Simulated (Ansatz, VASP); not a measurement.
**GaSb: VASP beside Ansatz**

```
Ga Sb
1.0
     0.00000    3.10865    3.10865
     3.10865    0.00000    3.10865
     3.10865    3.10865    0.00000
Ga Sb
1 1
Direct
  0.00000 0.00000 0.00000
  0.75000 0.75000 0.75000
```

Alike in both runs: functional PBE; k mesh 6 × 6 × 6; occupations gaussian, width 0.1 eV; no spin polarisation.

Ansatz relaxed the structure, and its values are those at the end. VASP's run is a single point on that final structure, the one shown.

```csv
,VASP,Ansatz
version,VASP 6.6.1,Ansatz 0.2.0
potentials or method,"VASP PAW PBE potentials, release 64 (Ga_d, Sb), cutoff 500 eV","scalar-relativistic, plane waves, PAW"
valence electrons in the cell,18,28
```

Ansatz gave:

| Item | Value |
| --- | --- |
| gap on the k mesh at the Fermi level (eV) | none |
| pressure (GPa) | 0.0 |

Q: Estimate VASP's values.

A: gap on the k mesh at the Fermi level (eV): none; pressure (GPa): 0.1.

A gap of «none» marks a metal or a gap that the smearing closes. VASP's potentials hold 18 valence electrons a cell and Ansatz's 28, so a difference there can come from the potentials and not from the codes.

Spin-orbit coupling is off throughout.
